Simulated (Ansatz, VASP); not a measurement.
# One calculation of AgBr2, two programs

```xyz
3
Lattice="0.0000 3.4410 3.4410 3.4410 0.0000 3.4410 3.4410 3.4410 0.0000" Properties=species:S:1:pos:R:3 pbc="T T T"
Ag    0.0000    0.0000    0.0000
Br    1.7205    1.7205    1.7205
Br    5.1615    5.1615    5.1615
```

Change from the starting cell: ordered vacancies on the cation sites of caesium chloride (Fm-3m, No. 225).

Alike in both runs: functional PBE; k mesh 6 × 6 × 6; occupations gaussian, width 0.1 eV; no spin polarisation.

Ansatz relaxed the structure, and its values are those at the end. VASP's run is a single point on that final structure, the one shown.

```csv
,VASP,Ansatz
version,VASP 6.6.1,Ansatz 0.2.0
potentials or method,"VASP PAW PBE potentials, release 64 (Ag, Br), cutoff 520 eV","scalar-relativistic, plane waves, PAW"
valence electrons in the cell,25,33
```

```csv
,VASP,Ansatz,Ansatz less VASP
gap on the k mesh at the Fermi level (eV),none,none,-
pressure (GPa),0.0,0.0,+0.03
```

A gap of «none» marks a metal or a gap that the smearing closes. VASP's potentials hold 25 valence electrons a cell and Ansatz's 33, so a difference there can come from the potentials and not from the codes.
